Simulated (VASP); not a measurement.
# Be (Pm-3n) in VASP: single point with RPBE

Aim: the single point of Be with RPBE.

All numbers are computed with VASP 6.6.1; they aren't measurements. Logs are shortened: lines on timing, memory, paths and dates and some standing lists are left out, and cuts for length are marked.

## (1) The cell of the first run

Symmetry: Pm-3n, No. 223, cubic system. The conventional cell has a = 4.048 Å, b = 4.048 Å, c = 4.048 Å, α = 90.00°, β = 90.00°, γ = 90.00°. Be (site symmetry m-3) has 12 Be at 2.26 Å within 3.0 Å. Within 2.7 Å of Be (site symmetry -4m2) lie 14 Be at 2.02 to 2.48 Å.

## (2) Single point, RPBE

The input, INCAR:

```
SYSTEM = Be
ALGO     = Normal         ! electronic algorithm
EDIFF    = 1E-6           ! SCF threshold, eV
ENCUT    = 520            ! plane-wave cutoff, eV
GGA      = RP             ! functional
ISIF     = 2              ! what is computed and relaxed
ISMEAR   = -1             ! smearing method
LASPH    = .True.         ! aspherical terms in the spheres
LCHARG   = .False.        ! write CHGCAR
LREAL    = .False.        ! projectors in reciprocal space
LWAVE    = .False.        ! write WAVECAR
NBANDS   = 18             ! bands
NELM     = 100            ! most SCF steps
PREC     = Accurate       ! precision mode
SIGMA    = 0.1            ! smearing width, eV
```

The input, KPOINTS:

```
k-points
0
Gamma
  8 8 8
  0 0 0
```

The input, POSCAR:

```
Be
1.0
    4.0479908479      0.0000000000      0.0000000000
    0.0000000000      4.0479908479      0.0000000000
    0.0000000000      0.0000000000      4.0479908479
Be
8
Direct
    1.0000000000      0.0000000000      1.0000000000
    0.5000000000      0.5000000000      0.5000000000
    0.2500000000      0.0000000000      0.5000000000
    0.7500000000      0.0000000000      0.5000000000
    0.5000000000      0.2500000000      0.0000000000
    0.5000000000      0.7500000000      1.0000000000
    1.0000000000      0.5000000000      0.2500000000
    1.0000000000      0.5000000000      0.7500000000
```

Potentials or basis: VASP PAW PBE potentials, release 64 (Be).

On the command line:

```bash
$ cat potpaw_PBE.64/Be/POTCAR > POTCAR
$ mpirun -np 1 vasp_std > vasp.out
```

OUTCAR:

```text
SYSTEM = Be
   EDIFF = 1E-6
   ENCUT = 520
   GGA = RP
   ISIF = 2
   ISMEAR = -1
   LASPH = .True.
   LREAL = .False.
   NELM = 100
   PREC = Accurate

 ion  position               nearest neighbor table
   1  0.000  0.000  0.000-   3 2.26   4 2.26   5 2.26   6 2.26   7 2.26   8 2.26   3 2.26   4 2.26
                             7 2.26   8 2.26   5 2.26   6 2.26
   2  0.500  0.500  0.500-   3 2.26   4 2.26   5 2.26   6 2.26   7 2.26   8 2.26   5 2.26   6 2.26
                             3 2.26   4 2.26   7 2.26   8 2.26
   3  0.250  0.000  0.500-   4 2.02   4 2.02   1 2.26   1 2.26   2 2.26   2 2.26
   4  0.750  0.000  0.500-   3 2.02   3 2.02   1 2.26   1 2.26   2 2.26   2 2.26
   5  0.500  0.250  0.000-   6 2.02   6 2.02   1 2.26   2 2.26   2 2.26   1 2.26
   6  0.500  0.750  0.000-   5 2.02   5 2.02   1 2.26   2 2.26   2 2.26   1 2.26
   7  0.000  0.500  0.250-   8 2.02   8 2.02   1 2.26   2 2.26   1 2.26   2 2.26
   8  0.000  0.500  0.750-   7 2.02   7 2.02   1 2.26   2 2.26   1 2.26   2 2.26

  LATTYP: Found a simple cubic cell.
 ALAT       =     4.0479908479

  Lattice vectors:

 A1 = (   4.0479908479,   0.0000000000,   0.0000000000)
 A2 = (   0.0000000000,   4.0479908479,   0.0000000000)
 A3 = (   0.0000000000,   0.0000000000,   4.0479908479)

Analysis of symmetry for initial positions (statically):
=====================================================================
 Subroutine PRICEL returns:
 Original cell was already a primitive cell.

 Routine SETGRP: Setting up the symmetry group for a
 simple cubic supercell.

 Subroutine GETGRP returns: Found 48 space group operations
 (whereof 24 operations were pure point group operations)
 out of a pool of 48 trial point group operations.

The static configuration has the point symmetry T_h .
 The point group associated with its full space group is O_h .

Analysis of symmetry for dynamics (positions and initial velocities):
=====================================================================
 Subroutine PRICEL returns:
 Original cell was already a primitive cell.

 Routine SETGRP: Setting up the symmetry group for a
 simple cubic supercell.

 Subroutine GETGRP returns: Found 48 space group operations
 (whereof 24 operations were pure point group operations)
 out of a pool of 48 trial point group operations.

The dynamic configuration has the point symmetry T_h .
 The point group associated with its full space group is O_h .
[... 110 lines left out ...]
   NELM   =    100;   NELMIN=  2; NELMDL= -5     # of ELM steps
   EDIFF  = 0.1E-05   stopping-criterion for ELM
   LREAL  =      F    real-space projection
   EDIFFG = 0.1E-04   stopping-criterion for IOM
   NSW    =      0    number of steps for IOM
   IBRION =     -1    ionic relax: 0-MD 1-quasi-New 2-CG
   NFREE  =      0    steps in history (QN), initial steepest desc. (CG)
   ISIF   =      2    stress and relaxation
   ISYM   =      2    0-nonsym 1-usesym 2-fastsym
   POTIM  = 0.5000    time-step for ionic-motion
   TEBEG  =    0.0;   TEEND  =   0.0 temperature during run
   PSTRESS=    0.0 pullay stress
   NELECT =      16.0000    total number of electrons
   NUPDOWN=      -1.0000    fix difference up-down
   EMIN   =  10.00;   EMAX   =-10.00  energy-range for DOS
   EFERMI =   0.00;   METHOD = LEGACY
   ISMEAR =    -1;   SIGMA  =   0.10  broadening in eV -4-tet -1-fermi 0-gaus
   EFERMI_NEDOS =   21; number of points for ismear=-14 and -15
   IALGO  =     38    algorithm
   IMIX   =      4    mixing-type and parameters
     AMIX     =   0.40;   BMIX     =  1.00
     AMIX_MAG =   1.60;   BMIX_MAG =  1.00
  volume/ion in A,a.u.               =       8.29        55.95
  Fermi-wavevector in a.u.,A,eV,Ry     =   1.019081  1.925784 14.130001  1.038526
  Thomas-Fermi vector in A             =   2.152575
   LORBIT       =      0    0 simple, 1 ext, 2 COOP (PROOUT), +10 PAW based schemes
   GGA     = RP    functional components
   LHFCALC =     F    Hartree Fock is set to
   AEXX    =    0.0000 exact exchange contribution
   IVDW    =     0    specifies the selected vdW correction
   LEPSILON=     F    determine dielectric tensor
   LRPA    =     F    only Hartree local field effects (RPA)
 non-spin polarized calculation
  energy-cutoff  :      520.00
  volume of cell :       66.33
 maximum number of plane-waves:      1806
   NGX = 15   NGY = 15   NGZ = 15

 number of electron      16.0000001 magnetization

 Free energy of the ion-electron system (eV)
  ---------------------------------------------------
  ext. energy  EPLUGINS =         0.00000000
  ---------------------------------------------------
  free energy    TOTEN  =       -27.30187512 eV

  energy without entropy =      -27.25924109  energy(sigma->0) =      -27.28055810

 E-fermi :   6.4928     XC(G=0): -10.4485

 val. band max:        6.4724930317   @ k =   0.5000   0.0000   0.0000
 cond. band min:       6.5141832621   @ k =   0.5000   0.3750   0.0000
 fundamental gap:      0.0416902304
 Fermi energy:         6.4927900648

 k-point     1 :       0.0000    0.0000    0.0000
  band No.  band energies     occupation
      1      -4.4019      2.00000
      2       1.6966      2.00000
      3       1.6966      2.00000
      4       1.6966      2.00000
      5       2.9467      2.00000
      6       2.9467      2.00000
[... 481 lines left out ...]
      5       3.1221      2.00000
      6       3.4198      2.00000
[... 10 lines left out ...]
     17      15.5851      0.00000
     18      15.9267      0.00000

 [... further k-points ...]
[... 5 lines left out ...]
  --------------------------------------------------------------------------------------
  -------------------------------------------------------------------------------------
  Total       -0.0940589     -0.0940589     -0.0940589      0.0000000     -0.0000000      0.0000000
  in kB       -2.2719150     -2.2719150     -2.2719150      0.0000000     -0.0000000      0.0000000
  external PRESSURE =      -2.2719150 kB  Pullay stress =       0.0000000 kB

 VOLUME and BASIS-vectors are now :
 -----------------------------------------------------------------------------
  energy-cutoff  :      520.00
  volume of cell :       66.33
      direct lattice vectors                 reciprocal lattice vectors
     4.047990848  0.000000000  0.000000000     0.247036132  0.000000000  0.000000000
     0.000000000  4.047990848  0.000000000     0.000000000  0.247036132  0.000000000
     0.000000000  0.000000000  4.047990848     0.000000000  0.000000000  0.247036132

 POSITION                                       TOTAL-FORCE (eV/Angst)
 -----------------------------------------------------------------------------------
      0.00000      0.00000      0.00000         0.000000     -0.000000     -0.000000
      2.02400      2.02400      2.02400         0.000000     -0.000000     -0.000000
      1.01200      0.00000      2.02400        -0.000000     -0.000000      0.000000
      3.03599      0.00000      2.02400         0.000000      0.000000      0.000000
      2.02400      1.01200      0.00000        -0.000000      0.000000     -0.000000
      2.02400      3.03599      0.00000         0.000000     -0.000000      0.000000
      0.00000      2.02400      1.01200         0.000000      0.000000      0.000000
      0.00000      2.02400      3.03599        -0.000000     -0.000000     -0.000000
 -----------------------------------------------------------------------------------
    total drift:                               -0.000000     -0.000000     -0.000000

  FREE ENERGIE OF THE ION-ELECTRON SYSTEM (eV)
  ---------------------------------------------------
  free  energy   TOTEN  =       -27.3018751196 eV

  energy  without entropy=      -27.2592410872  energy(sigma->0) =      -27.28055810
```

Wall time 15 s (1 thread of Intel Xeon 6975P-C (Granite Rapids), shared host); peak memory 0.17 GiB.

What came out:

| Item | Value |
| --- | --- |
| Free energy | -27.3019 eV |
| Pressure | -0.2 GPa |
| Band gap on the k mesh | zero (band 8 reaches 8.53 eV, above the bottom of band 9 at 6.25 eV) |

Caveat: the PAW data sets were made with another functional, which shifts forces and pressure a little.
